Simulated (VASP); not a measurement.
# Ti (Fm-3m) in VASP: notebook, part 2 of 2

VASP 6.6.1.

**5. Single point, PBE, collinear spin, ferromagnetic start**

This run uses another cell than the first one, of 15.30 Å³/atom, 1.073 times its volume.

Contents of INCAR:

```
ALGO = Normal
EDIFF = 1E-6
ENCUT = 520
GGA = PE
ISIF = 2
ISMEAR = 0
ISPIN = 2
LASPH = T
LCHARG = F
LMAXMIX = 4
LORBIT = 11
LREAL = F
LWAVE = F
MAGMOM = 0.25
NBANDS = 16
NELM = 150
NUPDOWN = 0.25
PREC = Accurate
SIGMA = 0.15
```

Contents of KPOINTS:

```
k-points
0
Gamma
  20 20 20
```

Contents of POSCAR:

```
Ti
1.0
    0.0000000000      1.9702256091      1.9702256091
    1.9702256091      0.0000000000      1.9702256091
    1.9702256091      1.9702256091      0.0000000000
Ti
1
Direct
    0.0000000000      0.0000000000      0.0000000000
```

Launch:

```sh
> cat potpaw_PBE.64/Ti_sv/POTCAR > POTCAR
> mpirun -np 1 vasp_std > vasp.out
```

Run time: 95 s. Hardware: 1 thread of AMD EPYC 9R45 (Zen 5), shared host; peak memory 0.18 GiB.

Results (log left out):

```yaml
Free_energy: -7.6805 eV
Pressure: 16.9 GPa
Net_moment: 0.25 μB per cell
Site_moments: Ti +0.18 μB
Valence_electrons_inside_the_program's_atomic_spheres: Ti 10.42
```

Caveat: the total moment is fixed, so each spin has its own Fermi level.

**6. Single point, PBE, collinear spin, ferromagnetic start**

This run uses another cell than the first one, of 15.30 Å³/atom, 1.073 times its volume.

Contents of INCAR:

```
SYSTEM = Ti
PREC = Accurate ; ENCUT = 520
EDIFF = 1E-7 ; ISMEAR = 0
SIGMA = 0.15 ; LREAL = .False.
LASPH = .True. ; NELM = 150
ALGO = Fast ; ISIF = 2
LWAVE = .False. ; LCHARG = .False.
ISPIN = 2 ; MAGMOM = 0.5
LORBIT = 11 ; NUPDOWN = 0.5
LMAXMIX = 4 ; GGA = PE
NBANDS = 16
```

Contents of KPOINTS:

```
Automatic mesh
0
Gamma
  20 20 20
  0 0 0
```

POSCAR is that of step 5.

Potentials or basis: VASP PAW PBE potentials, release 64 (Ti_sv).

Launch:

```sh
> cat potpaw_PBE.64/Ti_sv/POTCAR > POTCAR
> mpirun -np 1 vasp_std > vasp.out
```

OUTCAR:

```text
SYSTEM = Ti
   PREC = Accurate
   ENCUT = 520
   EDIFF = 1E-7
   ISMEAR = 0
   LREAL = .False.
   LASPH = .True.
   NELM = 150
   ISIF = 2
   ISPIN = 2
   LORBIT = 11
   NUPDOWN = 0.5
   GGA = PE

 ion  position               nearest neighbor table
   1  0.000  0.000  0.000-

  LATTYP: Found a face centered cubic cell.
 ALAT       =     3.9404512182

  Lattice vectors:
[... 1123 lines left out ...]
  Direction    XX          YY          ZZ          XY          YZ          ZX
  --------------------------------------------------------------------------------------
  -------------------------------------------------------------------------------------
  Total        1.6815266      1.6815266      1.6815266     -0.0000000     -0.0000000     -0.0000000
  in kB      176.1312661    176.1312661    176.1312661     -0.0000000     -0.0000000     -0.0000000
  external PRESSURE =     176.1312661 kB  Pullay stress =       0.0000000 kB

 VOLUME and BASIS-vectors are now :
 -----------------------------------------------------------------------------
  energy-cutoff  :      520.00
  volume of cell :       15.30
      direct lattice vectors                 reciprocal lattice vectors
     0.000000000  1.970225609  1.970225609    -0.253778043  0.253778043  0.253778043
     1.970225609  0.000000000  1.970225609     0.253778043 -0.253778043  0.253778043
     1.970225609  1.970225609  0.000000000     0.253778043  0.253778043 -0.253778043

 POSITION                                       TOTAL-FORCE (eV/Angst)
 -----------------------------------------------------------------------------------
      0.00000      0.00000      0.00000         0.000000      0.000000      0.000000
 -----------------------------------------------------------------------------------
    total drift:                                0.000000     -0.000000     -0.000000

  FREE ENERGIE OF THE ION-ELECTRON SYSTEM (eV)
  ---------------------------------------------------
  free  energy   TOTEN  =        -7.6534388247 eV

  energy  without entropy=       -7.6372108799  energy(sigma->0) =       -7.64532485

 total charge

# of ion       s       p       d       tot
------------------------------------------
    1        2.275   6.142   2.007  10.424

 magnetization (x)

# of ion       s       p       d       tot
------------------------------------------
    1        0.005   0.042   0.307   0.353
```

OSZICAR:

```text
N       E                     dE             d eps       ncg     rms          rms(c)
DAV:   1     0.887184611947E+02    0.88718E+02   -0.57097E+03 16544   0.885E+02
DAV:   2    -0.454241543559E+01   -0.93261E+02   -0.88976E+02 18344   0.249E+02
DAV:   3    -0.833655983288E+01   -0.37941E+01   -0.37737E+01 18840   0.511E+01
DAV:   4    -0.840665259916E+01   -0.70093E-01   -0.70073E-01 19960   0.635E+00
DAV:   5    -0.840794596886E+01   -0.12934E-02   -0.12934E-02 19152   0.758E-01    0.956E+00
RMM:   6    -0.763074233944E+01    0.77720E+00   -0.64981E-01 20892   0.788E+00    0.273E+00
RMM:   7    -0.762912388494E+01    0.16185E-02   -0.15987E-01 21983   0.318E+00    0.133E+00
RMM:   8    -0.764323379765E+01   -0.14110E-01   -0.52006E-02 23801   0.168E+00    0.908E-01
RMM:   9    -0.765301602102E+01   -0.97822E-02   -0.41799E-02 24371   0.159E+00    0.272E-01
RMM:  10    -0.765342732462E+01   -0.41130E-03   -0.44656E-03 24875   0.448E-01    0.125E-01
RMM:  11    -0.765341527487E+01    0.12050E-04   -0.12576E-03 24444   0.247E-01    0.460E-02
RMM:  12    -0.765341558385E+01   -0.30898E-06   -0.43492E-04 24105   0.160E-01    0.215E-02
RMM:  13    -0.765343226235E+01   -0.16678E-04   -0.11258E-04 24657   0.514E-02    0.132E-02
RMM:  14    -0.765343647164E+01   -0.42093E-05   -0.32968E-05 23892   0.292E-02    0.360E-03
RMM:  15    -0.765343812889E+01   -0.16573E-05   -0.11731E-05 22732   0.139E-02    0.185E-03
RMM:  16    -0.765343864146E+01   -0.51257E-06   -0.43586E-06 20068   0.761E-03    0.799E-04
RMM:  17    -0.765343874424E+01   -0.10278E-06   -0.14208E-06 18387   0.491E-03    0.124E-03
RMM:  18    -0.765343882467E+01   -0.80430E-07   -0.62779E-07 16267   0.225E-03
   1 F= -.76534388E+01 E0= -.76453249E+01  d E =-.162279E-01  mag=     0.5000
```

stdout:

```text
POSCAR found type information on POSCAR Ti
 POSCAR found :  1 types and       1 ions
 scaLAPACK will be used
 LDA part: xc-table for (Slater+PW92), standard interpolation
 POSCAR, INCAR and KPOINTS ok, starting setup
 FFT: planning ... GRIDC
[... 21 lines left out ...]
WARNING in EDDRMM: call to ZHEGV failed, returncode =   6  3      6
 num prob WARNING in EDDRMM: call to ZHEGV failed, returncode =   8  4     16
WARNING in EDDRMM: call to ZHEGV failed, returncode =   6  3     12
 num prob RMM:  17    -0.765343874424E+01   -0.10278E-06   -0.14208E-06 18387   0.491E-03    0.124E-03
 num prob WARNING in EDDRMM: call to ZHEGV failed, returncode =   6  3     16
WARNING in EDDRMM: call to ZHEGV failed, returncode =   8  4     16
WARNING in EDDRMM: call to ZHEGV failed, returncode =   6  3     12
 num prob WARNING in EDDRMM: call to ZHEGV failed, returncode =   8  4     12
 num prob  num prob RMM:  18    -0.765343882467E+01   -0.80430E-07   -0.62779E-07 16267   0.225E-03
```

It took 2.4 min on 1 thread of AMD EPYC 9R45 (Zen 5), shared host; peak memory 0.19 GiB.

Results:

```yaml
Free_energy: -7.6534 eV
Pressure: 17.6 GPa
Net_moment: 0.50 μB per cell
Site_moments: Ti +0.35 μB
Valence_electrons_inside_the_program's_atomic_spheres: Ti 10.42
```

Caveat: the total moment is fixed, so each spin has its own Fermi level.

**7. Summary**

| fixed moment (μB) | cell | pressure (GPa) | moment (μB) |
| --- | --- | --- | --- |
| 0.125 | a = 2.721 Å, angles 60.0°, 1 atom | 29.2 | 0.12 |
| 0.375 | a = 2.721 Å, angles 60.0°, 1 atom | 29.8 | 0.38 |
| 0.625 | a = 2.721 Å, angles 60.0°, 1 atom | 31.2 | 0.62 |
| 0.25 | a = 2.786 Å, angles 60.0°, 1 atom | 16.9 | 0.25 |
| 0.5 | a = 2.786 Å, angles 60.0°, 1 atom | 17.6 | 0.50 |

Alike in all rows: task single point; level PBE; potentials or basis VASP PAW PBE potentials, release 64 (Ti_sv); spin collinear, ferromagnetic start; k mesh 20 × 20 × 20; cutoff (eV) 520; smearing gaussian 0.15 eV.

Caveats: the total moment is fixed, so each spin has its own Fermi level.

Absolute energies hang on the potentials; compare differences alone.
